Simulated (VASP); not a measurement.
# TiAsS3 (Pm-3m) in VASP: further runs

The runs below take TiAsS3 through single point, relaxation of cell and atoms, with PBE.

Program: VASP 6.6.1. These are calculated values, not measurements. Logs are shortened: lines on timing, memory, paths and dates and some standing lists are left out, and cuts for length are marked.

## Step 1: The cell of the first run

The structure is cubic, space group Pm-3m (No. 221). Conventional cell: a = 4.672 Å, b = 4.672 Å, c = 4.672 Å, α = 90.00°, β = 90.00°, γ = 90.00°. Within 3.1 Å of Ti (site symmetry m-3m) lie 6 S at 2.34 Å. Within 4.3 Å of As (site symmetry m-3m) lie 12 S at 3.30 Å and 8 Ti at 4.05 Å. Within 3.1 Å of S (site symmetry 4/mmm) lie 2 Ti at 2.34 Å.

## Step 2: Single point, PBE

Input file INCAR:

```
SYSTEM = TiAsS3
ALGO = Normal ; EDIFF = 1E-6
ENCUT = 520 ; GGA = PE
ISIF = 2 ; ISMEAR = 0
LASPH = .True. ; LCHARG = .False.
LREAL = .False. ; LWAVE = .False.
NBANDS = 26 ; NELM = 100
PREC = Accurate ; SIGMA = 0.1
```

Input file KPOINTS:

```
k-points
0
Gamma
  4 4 4
  0 0 0
```

Input file POSCAR:

```
TiAsS3
1.0
    4.6724586828      0.0000000000      0.0000000000
    0.0000000000      4.6724586828      0.0000000000
    0.0000000000      0.0000000000      4.6724586828
Ti As S
1 1 3
Direct
    0.5000000000      0.5000000000      0.5000000000
    0.0000000000      0.0000000000      0.0000000000
    0.0000000000      0.5000000000      0.5000000000
    0.5000000000      0.0000000000      0.5000000000
    0.5000000000      0.5000000000      0.0000000000
```

Potentials or basis: VASP PAW PBE potentials, release 64 (Ti_sv, As, S).

On the command line:

```
> cat potpaw_PBE.64/Ti_sv/POTCAR potpaw_PBE.64/As/POTCAR potpaw_PBE.64/S/POTCAR > POTCAR
> mpirun -np 1 vasp_std > vasp.out
```

OUTCAR:

```text
SYSTEM = TiAsS3
   EDIFF = 1E-6
   ENCUT = 520
   GGA = PE
   ISIF = 2
   ISMEAR = 0
   LASPH = .True.
   LREAL = .False.
   NELM = 100
   PREC = Accurate

 ion  position               nearest neighbor table
   1  0.500  0.500  0.500-   3 2.34   4 2.34   5 2.34   5 2.34   4 2.34   3 2.34
   2  0.000  0.000  0.000-
   3  0.000  0.500  0.500-   1 2.34   1 2.34
   4  0.500  0.000  0.500-   1 2.34   1 2.34
   5  0.500  0.500  0.000-   1 2.34   1 2.34

  LATTYP: Found a simple cubic cell.
 ALAT       =     4.6724586828

  Lattice vectors:

 A1 = (   4.6724586828,   0.0000000000,   0.0000000000)
 A2 = (   0.0000000000,   4.6724586828,   0.0000000000)
 A3 = (   0.0000000000,   0.0000000000,   4.6724586828)

Analysis of symmetry for initial positions (statically):
=====================================================================
 Subroutine PRICEL returns:
 Original cell was already a primitive cell.

 Routine SETGRP: Setting up the symmetry group for a
 simple cubic supercell.

 Subroutine GETGRP returns: Found 48 space group operations
 (whereof 48 operations were pure point group operations)
 out of a pool of 48 trial point group operations.

The static configuration has the point symmetry O_h .

Analysis of symmetry for dynamics (positions and initial velocities):
=====================================================================
 Subroutine PRICEL returns:
 Original cell was already a primitive cell.

 Routine SETGRP: Setting up the symmetry group for a
 simple cubic supercell.

 Subroutine GETGRP returns: Found 48 space group operations
 (whereof 48 operations were pure point group operations)
 out of a pool of 48 trial point group operations.

The dynamic configuration has the point symmetry O_h .

 Subroutine INISYM returns: Found 48 space group operations
 (whereof 48 operations are pure point group operations),
 and found     1 'primitive' translations

----------------------------------------------------------------------------------------

                                     Primitive cell

  volume of cell :     102.0085

  direct lattice vectors                    reciprocal lattice vectors
     4.672458683  0.000000000  0.000000000     0.214020084  0.000000000  0.000000000
     0.000000000  4.672458683  0.000000000     0.000000000  0.214020084  0.000000000
     0.000000000  0.000000000  4.672458683     0.000000000  0.000000000  0.214020084

  length of vectors
     4.672458683  4.672458683  4.672458683     0.214020084  0.214020084  0.214020084

  position of ions in fractional coordinates (direct lattice)
     0.500000000  0.500000000  0.500000000
     0.000000000  0.000000000  0.000000000
     0.000000000  0.500000000  0.500000000
     0.500000000  0.000000000  0.500000000
     0.500000000  0.500000000  0.000000000

  ion indices of the primitive-cell ions
   primitive index   ion index
                 1           1
                 2           2
                 3           3
                 4           4
                 5           5

----------------------------------------------------------------------------------------

 KPOINTS: k-points

Automatic generation of k-mesh.
 Grid dimensions read from file:
 generate k-points for:    4    4    4

 Generating k-lattice:

  Cartesian coordinates                     Fractional coordinates (reciprocal lattice)
     0.053505021  0.000000000  0.000000000     0.250000000  0.000000000  0.000000000
     0.000000000  0.053505021  0.000000000     0.000000000  0.250000000  0.000000000
     0.000000000  0.000000000  0.053505021     0.000000000  0.000000000  0.250000000

  Length of vectors
     0.053505021  0.053505021  0.053505021

  Shift w.r.t. Gamma in fractional coordinates (k-lattice)
     0.000000000  0.000000000  0.000000000

 Subroutine IBZKPT returns following result:
 ===========================================

 Found     10 irreducible k-points:

 Following reciprocal coordinates:
            Coordinates               Weight
  0.000000  0.000000  0.000000      1.000000
  0.250000  0.000000  0.000000      6.000000
  0.500000  0.000000  0.000000      3.000000
  0.250000  0.250000  0.000000     12.000000
  0.500000  0.250000  0.000000     12.000000
  0.500000  0.500000  0.000000      3.000000
  0.250000  0.250000  0.250000      8.000000
  0.500000  0.250000  0.250000     12.000000
  0.500000  0.500000  0.250000      6.000000
  0.500000  0.500000  0.500000      1.000000
   k-points           NKPTS =     10   k-points in BZ     NKDIM =     10   number of bands    NBANDS=     26
   number of dos      NEDOS =    301   number of ions     NIONS =      5
   total plane-waves  NPLWV =  46656
   dimension x,y,z NGX =    36 NGY =   36 NGZ =   36
   dimension x,y,z NGXF=    72 NGYF=   72 NGZF=   72
   ions per type =               1   1   3
   NGX,Y,Z   is equivalent  to a cutoff of  12.81, 12.81, 12.81 a.u.
   NGXF,Y,Z  is equivalent  to a cutoff of  25.62, 25.62, 25.62 a.u.
 SYSTEM =  TiAsS3
   PREC   = accura    normal or accurate (medium, high low for compatibility)
   ISTART =      0    job   : 0-new  1-cont  2-samecut
   ICHARG =      2    charge: 1-file 2-atom 10-const
   ISPIN  =      1    spin polarized calculation?
   LNONCOLLINEAR =      F non collinear calculations
   LSORBIT =      F    spin-orbit coupling
   LASPH  =      T    aspherical Exc in radial PAW
   ENCUT  =  520.0 eV  38.22 Ry    6.18 a.u.   8.69  8.69  8.69*2*pi/ulx,y,z
   NELM   =    100;   NELMIN=  2; NELMDL= -5     # of ELM steps
   EDIFF  = 0.1E-05   stopping-criterion for ELM
   LREAL  =      F    real-space projection
   EDIFFG = 0.1E-04   stopping-criterion for IOM
   NSW    =      0    number of steps for IOM
   IBRION =     -1    ionic relax: 0-MD 1-quasi-New 2-CG
   NFREE  =      0    steps in history (QN), initial steepest desc. (CG)
   ISIF   =      2    stress and relaxation
   ISYM   =      2    0-nonsym 1-usesym 2-fastsym
   POTIM  = 0.5000    time-step for ionic-motion
   TEBEG  =    0.0;   TEEND  =   0.0 temperature during run
   PSTRESS=    0.0 pullay stress
   NELECT =      35.0000    total number of electrons
   NUPDOWN=      -1.0000    fix difference up-down
   EMIN   =  10.00;   EMAX   =-10.00  energy-range for DOS
   EFERMI =   0.00;   METHOD = LEGACY
   ISMEAR =     0;   SIGMA  =   0.10  broadening in eV -4-tet -1-fermi 0-gaus
   EFERMI_NEDOS =   21; number of points for ismear=-14 and -15
   IALGO  =     38    algorithm
   IMIX   =      4    mixing-type and parameters
     AMIX     =   0.40;   BMIX     =  1.00
     AMIX_MAG =   1.60;   BMIX_MAG =  1.00
  volume/ion in A,a.u.               =      20.40       137.68
  Fermi-wavevector in a.u.,A,eV,Ry     =   1.146090  2.165796 17.871555  1.313522
  Thomas-Fermi vector in A             =   2.282776
   LORBIT       =      0    0 simple, 1 ext, 2 COOP (PROOUT), +10 PAW based schemes
   GGA     = PE    functional components
   LHFCALC =     F    Hartree Fock is set to
   AEXX    =    0.0000 exact exchange contribution
   IVDW    =     0    specifies the selected vdW correction
   LEPSILON=     F    determine dielectric tensor
   LRPA    =     F    only Hartree local field effects (RPA)
 non-spin polarized calculation
 Gauss-broadening in eV      SIGMA  =   0.10
  energy-cutoff  :      520.00
  volume of cell :      102.01
 maximum number of plane-waves:      2800
 NGX is ok and might be reduce to    36

 number of electron      34.9999998 magnetization

 Free energy of the ion-electron system (eV)
  ---------------------------------------------------
  ext. energy  EPLUGINS =         0.00000000
  ---------------------------------------------------
  free energy    TOTEN  =       -25.26827103 eV

  energy without entropy =      -25.24375213  energy(sigma->0) =      -25.25601158

 E-fermi :   4.9096     XC(G=0):  -9.9907

 val. band max:        4.9000230252   @ k =   0.2500   0.0000   0.0000
 cond. band min:       4.9317033666   @ k =   0.5000   0.0000   0.0000
 fundamental gap:      0.0316803414
 Fermi energy:         4.9095714967

 k-point     1 :       0.0000    0.0000    0.0000
  band No.  band energies     occupation
      1     -52.5614      2.00000
      2     -28.8358      2.00000
      3     -28.8358      2.00000
      4     -28.8358      2.00000
      5      -9.0184      2.00000
      6      -7.0161      2.00000
[... 18 lines left out ...]
     25       6.6208      0.00000
     26      10.3654      0.00000

 k-point     2 :       0.2500    0.0000    0.0000
  band No.  band energies     occupation
      1     -52.5613      2.00000
      2     -28.8400      2.00000
      3     -28.8357      2.00000
      4     -28.8357      2.00000
      5      -8.7398      2.00000
      6      -7.1775      2.00000
[... 18 lines left out ...]
     25       7.6520      0.00000
     26      11.2612      0.00000

 k-point     3 :       0.5000    0.0000    0.0000
  band No.  band energies     occupation
      1     -52.5612      2.00000
      2     -28.8443      2.00000
      3     -28.8356      2.00000
      4     -28.8356      2.00000
      5      -8.2664      2.00000
      6      -7.5874      2.00000
[... 18 lines left out ...]
     25       8.2091      0.00000
     26      12.7020      0.00000

 k-point     4 :       0.2500    0.2500    0.0000
  band No.  band energies     occupation
      1     -52.5612      2.00000
      2     -28.8399      2.00000
      3     -28.8399      2.00000
      4     -28.8356      2.00000
      5      -8.4707      2.00000
      6      -7.1470      2.00000
[... 18 lines left out ...]
     25       8.6729      0.00000
     26      11.8343      0.00000

 k-point     5 :       0.5000    0.2500    0.0000
  band No.  band energies     occupation
      1     -52.5611      2.00000
      2     -28.8442      2.00000
      3     -28.8398      2.00000
      4     -28.8355      2.00000
      5      -8.0199      2.00000
      6      -7.4431      2.00000
[... 18 lines left out ...]
     25       9.4150      0.00000
     26      13.1492      0.00000

 k-point     6 :       0.5000    0.5000    0.0000
  band No.  band energies     occupation
      1     -52.5610      2.00000
      2     -28.8440      2.00000
      3     -28.8440      2.00000
      4     -28.8354      2.00000
      5      -7.6344      2.00000
      6      -7.2638      2.00000
[... 18 lines left out ...]
     25      11.0095      0.00000
     26      12.8829      0.00000

 k-point     7 :       0.2500    0.2500    0.2500
  band No.  band energies     occupation
      1     -52.5611      2.00000
      2     -28.8398      2.00000
      3     -28.8398      2.00000
      4     -28.8398      2.00000
      5      -8.2115      2.00000
      6      -7.1118      2.00000
[... 18 lines left out ...]
     25       8.6062      0.00000
     26      12.3429      0.00000

 k-point     8 :       0.5000    0.2500    0.2500
  band No.  band energies     occupation
      1     -52.5611      2.00000
      2     -28.8440      2.00000
      3     -28.8397      2.00000
      4     -28.8397      2.00000
      5      -7.7827      2.00000
      6      -7.3366      2.00000
[... 18 lines left out ...]
     25       9.6555      0.00000
     26      13.2053      0.00000

 k-point     9 :       0.5000    0.5000    0.2500
  band No.  band energies     occupation
      1     -52.5610      2.00000
      2     -28.8439      2.00000
      3     -28.8439      2.00000
      4     -28.8396      2.00000
      5      -7.4135      2.00000
      6      -7.2146      2.00000
[... 18 lines left out ...]
     25      11.0272      0.00000
     26      12.5553      0.00000

 k-point    10 :       0.5000    0.5000    0.5000
  band No.  band energies     occupation
      1     -52.5609      2.00000
      2     -28.8438      2.00000
      3     -28.8438      2.00000
      4     -28.8438      2.00000
      5      -7.1633      2.00000
      6      -7.1633      2.00000
[... 18 lines left out ...]
     25      11.0505      0.00000
     26      11.5273      0.00000

------------------------ aborting loop because EDIFF is reached ----------------------------------------

  FORCE on cell =-STRESS in cart. coord.  units (eV):
  Direction    XX          YY          ZZ          XY          YZ          ZX
  --------------------------------------------------------------------------------------
  -------------------------------------------------------------------------------------
  Total        0.1047430      0.1047430      0.1047430      0.0000000     -0.0000000      0.0000000
  in kB        1.6451262      1.6451262      1.6451262      0.0000000     -0.0000000      0.0000000
  external PRESSURE =       1.6451262 kB  Pullay stress =       0.0000000 kB

 VOLUME and BASIS-vectors are now :
 -----------------------------------------------------------------------------
  energy-cutoff  :      520.00
  volume of cell :      102.01
      direct lattice vectors                 reciprocal lattice vectors
     4.672458683  0.000000000  0.000000000     0.214020084  0.000000000  0.000000000
     0.000000000  4.672458683  0.000000000     0.000000000  0.214020084  0.000000000
     0.000000000  0.000000000  4.672458683     0.000000000  0.000000000  0.214020084

 POSITION                                       TOTAL-FORCE (eV/Angst)
 -----------------------------------------------------------------------------------
      2.33623      2.33623      2.33623         0.000000      0.000000      0.000000
      0.00000      0.00000      0.00000         0.000000      0.000000      0.000000
      0.00000      2.33623      2.33623         0.000000      0.000000      0.000000
      2.33623      0.00000      2.33623         0.000000      0.000000      0.000000
      2.33623      2.33623      0.00000         0.000000      0.000000      0.000000
 -----------------------------------------------------------------------------------
    total drift:                                0.000000      0.000000      0.000000

  FREE ENERGIE OF THE ION-ELECTRON SYSTEM (eV)
  ---------------------------------------------------
  free  energy   TOTEN  =       -25.2682710344 eV

  energy  without entropy=      -25.2437521287  energy(sigma->0) =      -25.25601158
```

Wall time 14 s (1 thread of Intel Xeon 6975P-C (Granite Rapids), shared host); peak memory 0.2 GiB.

What came out:

- Free energy: -25.2683 eV
- Pressure: 0.2 GPa

Levels at points of the mesh, in eV from the Fermi level:
| k point | band 16 | band 17 | band 18 | band 19 | band 20 | band 21 |
| --- | --- | --- | --- | --- | --- | --- |
| (0.00, 0.00, 0.00) | -1.09 | -1.09 | -0.04 | -0.04 | -0.04 | 1.49 |
| (0.50, 0.00, 0.00) | -0.72 | -0.72 | -0.71 | 0.02 | 0.36 | 0.36 |
| (0.50, 0.50, 0.00) | -2.74 | -0.77 | 0.17 | 1.30 | 1.30 | 1.96 |
| (0.50, 0.50, 0.50) | 0.22 | 0.22 | 0.64 | 0.64 | 0.64 | 3.10 |

## Step 3: Relaxation of cell and atoms, PBE

This run uses another cell than the first one, of 18.67 Å³/atom, 0.915 times its volume.

Input file INCAR:

```
ALGO = Normal
EDIFF = 1E-6
EDIFFG = -0.04
ENCUT = 600
GGA = PE
IBRION = 2
ISIF = 3
ISMEAR = 0
LASPH = T
LCHARG = F
LREAL = F
LWAVE = F
NELM = 80
NSW = 90
PREC = Accurate
SIGMA = 0.1
```

Input file KPOINTS:

```
k-points
0
Gamma
  4 4 4
```

POSCAR: that of step 2 with these lines changed.

```diff
@@ -2,5 +2,5 @@
 1.0
-    4.6724586828      0.0000000000      0.0000000000
-    0.0000000000      4.6724586828      0.0000000000
-    0.0000000000      0.0000000000      4.6724586828
+    4.5360777724      0.0000000000      0.0000000000
+    0.0000000000      4.5360777724      0.0000000000
+    0.0000000000      0.0000000000      4.5360777724
 Ti As S
```

Potentials or basis: VASP PAW PBE potentials, release 64 (Ti_sv, As, S).

On the command line:

```
> cat potpaw_PBE.64/Ti_sv/POTCAR potpaw_PBE.64/As/POTCAR potpaw_PBE.64/S/POTCAR > POTCAR
> mpirun -np 1 vasp_std > vasp.out
```

It took 36 s on 1 thread of Intel Xeon 6975P-C (Granite Rapids), shared host; peak memory 0.22 GiB.

The run converged. Its results:

```
Free energy                            : -25.2654 eV
Relaxed volume                         : 20.44 Å³/atom
Relaxed cell                           : a = 4.676 Å, b = 4.676 Å, c = 4.676 Å, α = 90.00°, β = 90.00°, γ = 90.00°
Space group after relaxing (to 0.05 Å) : Pm-3m (No. 221)
Energy gained by relaxing              : 43.5 meV/atom
Ionic steps                            : 3
Pressure after relaxing                : 0.0 GPa
```

Step by step:
```
step  energy change (eV)  largest force (eV/Å)  pressure (GPa)  volume (Å³)
   1              0.0000                0.0000            8.49        93.33
   2             -0.1607                0.0000           -3.47       107.34
   3             -0.2175                0.0000            0.03       102.21
```

Final structure:
```xyz
5
Lattice="4.6756 0.0000 0.0000 0.0000 4.6756 0.0000 0.0000 0.0000 4.6756" Properties=species:S:1:pos:R:3 pbc="T T T"
Ti    2.3378    2.3378    2.3378
As    0.0000    0.0000    0.0000
S     0.0000    2.3378    2.3378
S     2.3378    0.0000    2.3378
S     2.3378    2.3378    0.0000
```

Levels at points of the mesh, in eV from the Fermi level:
| k point | band 14 | band 15 | band 16 | band 17 | band 18 | band 19 | band 20 | band 21 |
| --- | --- | --- | --- | --- | --- | --- | --- | --- |
| (0.00, 0.00, 0.00) | -1.27 | -1.10 | -1.10 | -1.10 | -0.06 | -0.06 | -0.06 | 1.70 |
| (0.50, 0.50, 0.00) | -2.89 | -2.89 | -2.74 | -0.77 | 0.16 | 1.29 | 1.29 | 1.94 |
| (0.50, 0.50, 0.50) | -3.90 | 0.21 | 0.21 | 0.21 | 0.63 | 0.63 | 0.63 | 3.08 |
